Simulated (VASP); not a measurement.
# Nd (Pm-3m) in VASP: single point with PBEsol

Aim: the single point of Nd with PBEsol.

All numbers are computed with VASP 6.6.1; they aren't measurements. Logs are shortened: lines on timing, memory, paths and dates and some standing lists are left out, and cuts for length are marked.

## Step 1: The cell of the first run

The structure is cubic, space group Pm-3m (No. 221). The conventional cell has a = 2.573 Å, b = 2.573 Å, c = 2.573 Å, α = 90.00°, β = 90.00°, γ = 90.00°. Within 3.4 Å of Nd (site symmetry m-3m) lie 6 Nd at 2.57 Å.

## Step 2: Single point, PBEsol

The input, INCAR:

```
SYSTEM = Nd
PREC = Accurate
ENCUT = 520
EDIFF = 1E-6
ISMEAR = -1
SIGMA = 0.13605693000000002
LREAL = .False.
LASPH = .True.
NELM = 100
ALGO = Normal
ISIF = 2
LWAVE = .False.
LCHARG = .True.
GGA = PS
LELF = .True.
LVHAR = .True.
NBANDS = 13
```

The input, KPOINTS:

```
Automatic mesh
0
Gamma
  13 13 13
  0 0 0
```

The input, POSCAR:

```
Nd
1.0
    2.5728435775      0.0000000000      0.0000000000
    0.0000000000      2.5728435775      0.0000000000
    0.0000000000      0.0000000000      2.5728435775
Nd
1
Direct
    0.0000000000      0.0000000000      0.0000000000
```

Potentials or basis: VASP PAW PBE potentials, release 64 (Nd).

Run with:

```console
$ cat potpaw_PBE.64/Nd/POTCAR > POTCAR
$ mpirun -np 1 vasp_std > vasp.out
```

OUTCAR:

```text
SYSTEM = Nd
   PREC = Accurate
   ENCUT = 520
   EDIFF = 1E-6
   ISMEAR = -1
   LREAL = .False.
   LASPH = .True.
   NELM = 100
   ISIF = 2
   GGA = PS

 ion  position               nearest neighbor table
   1  0.000  0.000  0.000-

  LATTYP: Found a simple cubic cell.
 ALAT       =     2.5728435775

  Lattice vectors:

 A1 = (   2.5728435775,   0.0000000000,   0.0000000000)
 A2 = (   0.0000000000,   2.5728435775,   0.0000000000)
 A3 = (   0.0000000000,   0.0000000000,   2.5728435775)

Analysis of symmetry for initial positions (statically):
=====================================================================
 Subroutine PRICEL returns:
 Original cell was already a primitive cell.

 Routine SETGRP: Setting up the symmetry group for a
 simple cubic supercell.

 Subroutine GETGRP returns: Found 48 space group operations
 (whereof 48 operations were pure point group operations)
 out of a pool of 48 trial point group operations.

The static configuration has the point symmetry O_h .

Analysis of symmetry for dynamics (positions and initial velocities):
=====================================================================
 Subroutine PRICEL returns:
 Original cell was already a primitive cell.

 Routine SETGRP: Setting up the symmetry group for a
 simple cubic supercell.

 Subroutine GETGRP returns: Found 48 space group operations
 (whereof 48 operations were pure point group operations)
 out of a pool of 48 trial point group operations.

The dynamic configuration has the point symmetry O_h .

 Subroutine INISYM returns: Found 48 space group operations
 (whereof 48 operations are pure point group operations),
 and found     1 'primitive' translations

----------------------------------------------------------------------------------------

                                     Primitive cell

  volume of cell :      17.0310

  direct lattice vectors                    reciprocal lattice vectors
     2.572843578  0.000000000  0.000000000     0.388675009  0.000000000  0.000000000
     0.000000000  2.572843578  0.000000000     0.000000000  0.388675009  0.000000000
     0.000000000  0.000000000  2.572843578     0.000000000  0.000000000  0.388675009

  length of vectors
     2.572843578  2.572843578  2.572843578     0.388675009  0.388675009  0.388675009

  position of ions in fractional coordinates (direct lattice)
     0.000000000  0.000000000  0.000000000

  ion indices of the primitive-cell ions
   primitive index   ion index
                 1           1

----------------------------------------------------------------------------------------

 KPOINTS: Automatic mesh

Automatic generation of k-mesh.
 Grid dimensions read from file:
 generate k-points for:   13   13   13

 Generating k-lattice:

  Cartesian coordinates                     Fractional coordinates (reciprocal lattice)
     0.029898078  0.000000000  0.000000000     0.076923077  0.000000000  0.000000000
     0.000000000  0.029898078  0.000000000     0.000000000  0.076923077  0.000000000
     0.000000000  0.000000000  0.029898078     0.000000000  0.000000000  0.076923077

  Length of vectors
     0.029898078  0.029898078  0.029898078

  Shift w.r.t. Gamma in fractional coordinates (k-lattice)
     0.000000000  0.000000000  0.000000000

 Subroutine IBZKPT returns following result:
 ===========================================

 Found     84 irreducible k-points:

 Following reciprocal coordinates:
            Coordinates               Weight
  0.000000  0.000000  0.000000      1.000000
  0.076923  0.000000  0.000000      6.000000
  0.153846  0.000000  0.000000      6.000000
  0.230769  0.000000  0.000000      6.000000
  0.307692  0.000000  0.000000      6.000000
  0.384615  0.000000  0.000000      6.000000
[... 16 lines left out ...]
  0.307692  0.307692  0.000000     12.000000
  0.384615  0.307692  0.000000     24.000000
 [... further k-points ...]
   k-points           NKPTS =     84   k-points in BZ     NKDIM =     84   number of bands    NBANDS=     13
   number of dos      NEDOS =    301   number of ions     NIONS =      1
   total plane-waves  NPLWV =   8000
   dimension x,y,z NGX =    20 NGY =   20 NGZ =   20
   dimension x,y,z NGXF=    40 NGYF=   40 NGZF=   40
   ions per type =               1
   NGX,Y,Z   is equivalent  to a cutoff of  12.92, 12.92, 12.92 a.u.
   NGXF,Y,Z  is equivalent  to a cutoff of  25.85, 25.85, 25.85 a.u.
 SYSTEM =  Nd
   PREC   = accura    normal or accurate (medium, high low for compatibility)
   ISTART =      0    job   : 0-new  1-cont  2-samecut
   ICHARG =      2    charge: 1-file 2-atom 10-const
   ISPIN  =      1    spin polarized calculation?
   LNONCOLLINEAR =      F non collinear calculations
   LSORBIT =      F    spin-orbit coupling
   LASPH  =      T    aspherical Exc in radial PAW
   ENCUT  =  520.0 eV  38.22 Ry    6.18 a.u.   4.78  4.78  4.78*2*pi/ulx,y,z
   NELM   =    100;   NELMIN=  2; NELMDL= -5     # of ELM steps
   EDIFF  = 0.1E-05   stopping-criterion for ELM
   LREAL  =      F    real-space projection
   EDIFFG = 0.1E-04   stopping-criterion for IOM
   NSW    =      0    number of steps for IOM
   IBRION =     -1    ionic relax: 0-MD 1-quasi-New 2-CG
   NFREE  =      0    steps in history (QN), initial steepest desc. (CG)
   ISIF   =      2    stress and relaxation
   ISYM   =      2    0-nonsym 1-usesym 2-fastsym
   POTIM  = 0.5000    time-step for ionic-motion
   TEBEG  =    0.0;   TEEND  =   0.0 temperature during run
   PSTRESS=    0.0 pullay stress
   NELECT =      14.0000    total number of electrons
   NUPDOWN=      -1.0000    fix difference up-down
   EMIN   =  10.00;   EMAX   =-10.00  energy-range for DOS
   EFERMI =   0.00;   METHOD = LEGACY
   ISMEAR =    -1;   SIGMA  =   0.14  broadening in eV -4-tet -1-fermi 0-gaus
   EFERMI_NEDOS =   21; number of points for ismear=-14 and -15
   IALGO  =     38    algorithm
   IMIX   =      4    mixing-type and parameters
     AMIX     =   0.40;   BMIX     =  1.00
     AMIX_MAG =   1.60;   BMIX_MAG =  1.00
  volume/ion in A,a.u.               =      17.03       114.93
  Fermi-wavevector in a.u.,A,eV,Ry     =   1.533572  2.898031 31.998761  2.351843
  Thomas-Fermi vector in A             =   2.640620
   LORBIT       =      0    0 simple, 1 ext, 2 COOP (PROOUT), +10 PAW based schemes
   GGA     = PS    functional components
   LHFCALC =     F    Hartree Fock is set to
   AEXX    =    0.0000 exact exchange contribution
   IVDW    =     0    specifies the selected vdW correction
   LEPSILON=     F    determine dielectric tensor
   LRPA    =     F    only Hartree local field effects (RPA)
 non-spin polarized calculation
  energy-cutoff  :      520.00
  volume of cell :       17.03
 maximum number of plane-waves:       466
 NGX is ok and might be reduce to    20
   NGX =  9   NGY =  9   NGZ =  9

 number of electron      13.9999999 magnetization

 Free energy of the ion-electron system (eV)
  ---------------------------------------------------
  ext. energy  EPLUGINS =         0.00000000
  ---------------------------------------------------
  free energy    TOTEN  =        -6.43106348 eV

  energy without entropy =       -6.21787620  energy(sigma->0) =       -6.32446984

 E-fermi :  10.0962     XC(G=0): -13.6378

 val. band max:       10.0836726310   @ k =   0.3077   0.1538   0.1538
 cond. band min:      10.1246422656   @ k =   0.1538   0.1538   0.1538
 fundamental gap:      0.0409696346
 Fermi energy:        10.0962438925

 k-point     1 :       0.0000    0.0000    0.0000
  band No.  band energies     occupation
      1     -28.6259      2.00000
      2      -5.2710      2.00000
      3      -5.2710      2.00000
      4      -5.2710      2.00000
      5       7.8009      2.00000
      6       7.8009      2.00000
      7       8.6231      1.99996
      8      10.3067      0.35111
      9      10.3067      0.35111
     10      10.3067      0.35111
     11      11.1526      0.00085
     12      11.1526      0.00085
     13      11.1527      0.00085

 k-point     2 :       0.0769    0.0000    0.0000
  band No.  band energies     occupation
      1     -28.5571      2.00000
      2      -5.8824      2.00000
      3      -5.2183      2.00000
      4      -5.2183      2.00000
      5       7.8590      2.00000
      6       8.1256      2.00000
      7       9.1073      1.99861
      8      10.2931      0.38108
      9      10.3276      0.30881
     10      10.3276      0.30881
     11      11.1616      0.00079
     12      11.1616      0.00079
     13      11.1790      0.00070

 k-point     3 :       0.1538    0.0000    0.0000
  band No.  band energies     occupation
      1     -28.3601      2.00000
      2      -7.3355      2.00000
      3      -5.0696      2.00000
      4      -5.0696      2.00000
      5       8.0275      2.00000
      6       8.4134      1.99999
      7      10.2507      0.48643
      8      10.3884      0.20913
      9      10.3884      0.20913
     10      10.4075      0.18426
     11      11.1377      0.00095
     12      11.1912      0.00064
     13      11.1912      0.00064
[... 305 lines left out ...]
 k-point    23 :       0.3077    0.3077    0.0000
  band No.  band energies     occupation
      1     -26.8247      2.00000
      2      -9.7546      2.00000
      3      -9.7467      2.00000
      4      -3.9727      2.00000
      5       7.5271      2.00000
      6       9.1882      1.99748
      7       9.7939      1.80446
      8      10.6539      0.03265
      9      10.7284      0.01902
     10      10.9548      0.00363
     11      11.4908      0.00007
     12      11.7753      0.00001
     13      11.9539      0.00000

 k-point    24 :       0.3846    0.3077    0.0000
  band No.  band energies     occupation
      1     -26.5175      2.00000
      2     -10.9063      2.00000
      3      -9.4735      2.00000
      4      -3.7714      2.00000
      5       6.6474      2.00000
      6       9.3153      1.99359
      7       9.7048      1.89341
      8      10.6551      0.03237
      9      10.8057      0.01081
     10      11.0813      0.00143
     11      11.4473      0.00010
     12      11.5909      0.00003
     13      12.2364      0.00000

 [... further k-points ...]

------------------------ aborting loop because EDIFF is reached ----------------------------------------

  FORCE on cell =-STRESS in cart. coord.  units (eV):
  Direction    XX          YY          ZZ          XY          YZ          ZX
  --------------------------------------------------------------------------------------
  -------------------------------------------------------------------------------------
  Total        0.2105607      0.2105607      0.2105607     -0.0000000     -0.0000000     -0.0000000
  in kB       19.8083260     19.8083260     19.8083260     -0.0000000     -0.0000000     -0.0000000
  external PRESSURE =      19.8083260 kB  Pullay stress =       0.0000000 kB

 VOLUME and BASIS-vectors are now :
 -----------------------------------------------------------------------------
  energy-cutoff  :      520.00
  volume of cell :       17.03
      direct lattice vectors                 reciprocal lattice vectors
     2.572843578  0.000000000  0.000000000     0.388675009  0.000000000  0.000000000
     0.000000000  2.572843578  0.000000000     0.000000000  0.388675009  0.000000000
     0.000000000  0.000000000  2.572843578     0.000000000  0.000000000  0.388675009

 POSITION                                       TOTAL-FORCE (eV/Angst)
 -----------------------------------------------------------------------------------
      0.00000      0.00000      0.00000         0.000000      0.000000      0.000000
 -----------------------------------------------------------------------------------
    total drift:                               -0.000000      0.000000      0.000000

  FREE ENERGIE OF THE ION-ELECTRON SYSTEM (eV)
  ---------------------------------------------------
  free  energy   TOTEN  =        -6.4310634768 eV

  energy  without entropy=       -6.2178761961  energy(sigma->0) =       -6.32446984
```

Run time: 18 s. Hardware: 1 thread of Intel Xeon Platinum 8259CL at 2.50GHz (Skylake/Cascade Lake), shared host; peak memory 0.14 GiB.

Results:

```
Free energy            : -6.4311 eV
Pressure               : 2.0 GPa
Band gap on the k mesh : zero (band 7 reaches 10.25 eV, above the bottom of band 8 at 9.10 eV)
```

Caveat: the PAW data sets were made with another functional, which shifts forces and pressure a little; spin-orbit coupling is left out, which moves the levels of the heavy elements.
